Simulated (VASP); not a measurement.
# In (Pm-3m) in VASP: single point with PBE

Aim: the single point of In with PBE.

All numbers are computed with VASP 6.6.1; they aren't measurements. Logs are shortened: lines on timing, memory, paths and dates and some standing lists are left out, and cuts for length are marked.

**1. The cell of the first run**

It takes space group Pm-3m (No. 221, cubic). The conventional cell has a = 3.095 Å, b = 3.095 Å, c = 3.095 Å, α = 90.00°, β = 90.00°, γ = 90.00°. In (site symmetry m-3m) has 6 In at 3.09 Å within 4.1 Å.

**2. Single point, PBE**

INCAR reads:

```
PREC = Accurate ; ENCUT = 520
EDIFF = 1E-6 ; ISMEAR = -1
SIGMA = 0.13605693000000002 ; LREAL = F
LASPH = T ; NELM = 80
ALGO = Normal ; ISIF = 2
LWAVE = F ; LCHARG = F
GGA = PE ; NBANDS = 12
```

KPOINTS reads:

```
Automatic mesh
0
Gamma
  11 11 11
```

POSCAR reads:

```
In
1.0
    3.0946491112      0.0000000000      0.0000000000
    0.0000000000      3.0946491112      0.0000000000
    0.0000000000      0.0000000000      3.0946491112
In
1
Direct
    0.0000000000      0.0000000000      0.0000000000
```

Potentials or basis: VASP PAW PBE potentials, release 64 (In_d).

Run with:

```bash
$ cat potpaw_PBE.64/In_d/POTCAR > POTCAR
$ mpirun -np 1 vasp_std > vasp.out
```

OUTCAR:

```text
PREC = Accurate
   ENCUT = 520
   EDIFF = 1E-6
   ISMEAR = -1
   LREAL = F
   LASPH = T
   NELM = 80
   ISIF = 2
   GGA = PE

 ion  position               nearest neighbor table
   1  0.000  0.000  0.000-

  LATTYP: Found a simple cubic cell.
 ALAT       =     3.0946491112

  Lattice vectors:

 A1 = (   3.0946491112,   0.0000000000,   0.0000000000)
 A2 = (   0.0000000000,   3.0946491112,   0.0000000000)
 A3 = (   0.0000000000,   0.0000000000,   3.0946491112)

Analysis of symmetry for initial positions (statically):
=====================================================================
 Subroutine PRICEL returns:
 Original cell was already a primitive cell.

 Routine SETGRP: Setting up the symmetry group for a
 simple cubic supercell.

 Subroutine GETGRP returns: Found 48 space group operations
 (whereof 48 operations were pure point group operations)
 out of a pool of 48 trial point group operations.

The static configuration has the point symmetry O_h .

Analysis of symmetry for dynamics (positions and initial velocities):
=====================================================================
 Subroutine PRICEL returns:
 Original cell was already a primitive cell.

 Routine SETGRP: Setting up the symmetry group for a
 simple cubic supercell.

 Subroutine GETGRP returns: Found 48 space group operations
 (whereof 48 operations were pure point group operations)
 out of a pool of 48 trial point group operations.

The dynamic configuration has the point symmetry O_h .

 Subroutine INISYM returns: Found 48 space group operations
 (whereof 48 operations are pure point group operations),
 and found     1 'primitive' translations

----------------------------------------------------------------------------------------

                                     Primitive cell

  volume of cell :      29.6370

  direct lattice vectors                    reciprocal lattice vectors
     3.094649111  0.000000000  0.000000000     0.323138412  0.000000000  0.000000000
     0.000000000  3.094649111  0.000000000     0.000000000  0.323138412  0.000000000
     0.000000000  0.000000000  3.094649111     0.000000000  0.000000000  0.323138412

  length of vectors
     3.094649111  3.094649111  3.094649111     0.323138412  0.323138412  0.323138412

[... 77 lines left out ...]
   NELM   =     80;   NELMIN=  2; NELMDL= -5     # of ELM steps
   EDIFF  = 0.1E-05   stopping-criterion for ELM
   LREAL  =      F    real-space projection
   EDIFFG = 0.1E-04   stopping-criterion for IOM
   NSW    =      0    number of steps for IOM
   IBRION =     -1    ionic relax: 0-MD 1-quasi-New 2-CG
   NFREE  =      0    steps in history (QN), initial steepest desc. (CG)
   ISIF   =      2    stress and relaxation
   ISYM   =      2    0-nonsym 1-usesym 2-fastsym
   POTIM  = 0.5000    time-step for ionic-motion
   TEBEG  =    0.0;   TEEND  =   0.0 temperature during run
   PSTRESS=    0.0 pullay stress
   NELECT =      13.0000    total number of electrons
   NUPDOWN=      -1.0000    fix difference up-down
   EMIN   =  10.00;   EMAX   =-10.00  energy-range for DOS
   EFERMI =   0.00;   METHOD = LEGACY
   ISMEAR =    -1;   SIGMA  =   0.14  broadening in eV -4-tet -1-fermi 0-gaus
   EFERMI_NEDOS =   21; number of points for ismear=-14 and -15
   IALGO  =     38    algorithm
   IMIX   =      4    mixing-type and parameters
     AMIX     =   0.40;   BMIX     =  1.00
     AMIX_MAG =   1.60;   BMIX_MAG =  1.00
  volume/ion in A,a.u.               =      29.64       200.00
  Fermi-wavevector in a.u.,A,eV,Ry     =   1.243878  2.350589 21.051384  1.547233
  Thomas-Fermi vector in A             =   2.378170
   LORBIT       =      0    0 simple, 1 ext, 2 COOP (PROOUT), +10 PAW based schemes
   GGA     = PE    functional components
   LHFCALC =     F    Hartree Fock is set to
   AEXX    =    0.0000 exact exchange contribution
   IVDW    =     0    specifies the selected vdW correction
   LEPSILON=     F    determine dielectric tensor
   LRPA    =     F    only Hartree local field effects (RPA)
 non-spin polarized calculation
  energy-cutoff  :      520.00
  volume of cell :       29.64
 maximum number of plane-waves:       812
 NGX is ok and might be reduce to    24
   NGX = 11   NGY = 11   NGZ = 11

 number of electron      12.9999985 magnetization

 Free energy of the ion-electron system (eV)
  ---------------------------------------------------
  ext. energy  EPLUGINS =         0.00000000
  ---------------------------------------------------
  free energy    TOTEN  =        -2.48282093 eV

  energy without entropy =       -2.44739345  energy(sigma->0) =       -2.46510719

 E-fermi :   6.0313     XC(G=0):  -9.5937

 val. band max:        6.0015512981   @ k =   0.3636   0.2727   0.0909
 cond. band min:       6.1228672254   @ k =   0.4545   0.4545   0.1818
 fundamental gap:      0.1213159273
 Fermi energy:         6.0313425257

 k-point     1 :       0.0000    0.0000    0.0000
  band No.  band energies     occupation
      1      -8.8630      2.00000
      2      -8.8630      2.00000
      3      -8.2207      2.00000
      4      -8.2207      2.00000
      5      -8.2207      2.00000
      6      -2.7543      2.00000
      7      13.1121      0.00000
      8      13.1121      0.00000
      9      13.1121      0.00000
     10      16.2585      0.00000
     11      16.2585      0.00000
     12      17.2770      0.00000
[... 331 lines left out ...]
 k-point    24 :       0.2727    0.0909    0.0909
  band No.  band energies     occupation
      1      -8.7834      2.00000
      2      -8.5730      2.00000
      3      -8.3414      2.00000
      4      -8.3370      2.00000
      5      -8.2402      2.00000
      6      -1.2602      2.00000
      7       7.0654      0.00100
      8      12.7681      0.00000
      9      13.0244      0.00000
     10      18.7994      0.00000
     11      19.0140      0.00000
     12      20.8377      0.00000

 [... further k-points ...]
[... 5 lines left out ...]
  --------------------------------------------------------------------------------------
  -------------------------------------------------------------------------------------
  Total        0.0062337      0.0062337      0.0062337      0.0000000     -0.0000000      0.0000000
  in kB        0.3369943      0.3369943      0.3369943      0.0000000     -0.0000000      0.0000000
  external PRESSURE =       0.3369943 kB  Pullay stress =       0.0000000 kB

 VOLUME and BASIS-vectors are now :
 -----------------------------------------------------------------------------
  energy-cutoff  :      520.00
  volume of cell :       29.64
      direct lattice vectors                 reciprocal lattice vectors
     3.094649111  0.000000000  0.000000000     0.323138412  0.000000000  0.000000000
     0.000000000  3.094649111  0.000000000     0.000000000  0.323138412  0.000000000
     0.000000000  0.000000000  3.094649111     0.000000000  0.000000000  0.323138412

 POSITION                                       TOTAL-FORCE (eV/Angst)
 -----------------------------------------------------------------------------------
      0.00000      0.00000      0.00000         0.000000      0.000000      0.000000
 -----------------------------------------------------------------------------------
    total drift:                                0.000000     -0.000000      0.000000

  FREE ENERGIE OF THE ION-ELECTRON SYSTEM (eV)
  ---------------------------------------------------
  free  energy   TOTEN  =        -2.4828209255 eV

  energy  without entropy=       -2.4473934502  energy(sigma->0) =       -2.46510719
```

OSZICAR:

```text
N       E                     dE             d eps       ncg     rms          rms(c)
DAV:   1     0.774960384516E+02    0.77496E+02   -0.62760E+03  1352   0.132E+03
DAV:   2     0.146568569321E+01   -0.76030E+02   -0.74386E+02  1404   0.284E+02
DAV:   3    -0.240504634620E+01   -0.38707E+01   -0.38594E+01  1588   0.652E+01
DAV:   4    -0.249966392568E+01   -0.94618E-01   -0.94575E-01  1692   0.103E+01
DAV:   5    -0.250430653139E+01   -0.46426E-02   -0.46424E-02  1860   0.197E+00    0.221E+00
DAV:   6    -0.248527831315E+01    0.19028E-01   -0.36764E-02  1680   0.373E+00    0.109E+00
DAV:   7    -0.248279690729E+01    0.24814E-02   -0.11307E-02  1772   0.191E+00    0.245E-01
DAV:   8    -0.248280709494E+01   -0.10188E-04   -0.96173E-04  1572   0.471E-01    0.295E-02
DAV:   9    -0.248281830120E+01   -0.11206E-04   -0.23601E-05  1816   0.593E-02    0.187E-02
DAV:  10    -0.248282054217E+01   -0.22410E-05   -0.33391E-06  1480   0.179E-02    0.432E-03
DAV:  11    -0.248282092548E+01   -0.38330E-06   -0.94351E-08   884   0.408E-03
   1 F= -.24828209E+01 E0= -.24651072E+01  d E =-.354275E-01
```

stdout:

```text
POSCAR found type information on POSCAR In
 POSCAR found :  1 types and       1 ions
 scaLAPACK will be used
 LDA part: xc-table for (Slater+PW92), standard interpolation
 POSCAR, INCAR and KPOINTS ok, starting setup
 FFT: planning ... GRIDC
 FFT: planning ... GRID_SOFT
 FFT: planning ... GRID
 WAVECAR not read
 entering main loop
```

Wall time 4.6 s (1 thread of Intel Xeon 6975P-C (Granite Rapids), shared host); peak memory 0.14 GiB.

Results:

- Free energy: -2.4828 eV
- Pressure: 0.0 GPa

Levels at points of the mesh, in eV from the Fermi level:
| k point | band 3 | band 4 | band 5 | band 6 | band 7 | band 8 | band 9 | band 10 |
| --- | --- | --- | --- | --- | --- | --- | --- | --- |
| (0.00, 0.00, 0.00) | -14.25 | -14.25 | -14.25 | -8.79 | 7.08 | 7.08 | 7.08 | 10.23 |

Caveat: spin-orbit coupling is left out, which moves the levels of the heavy elements.
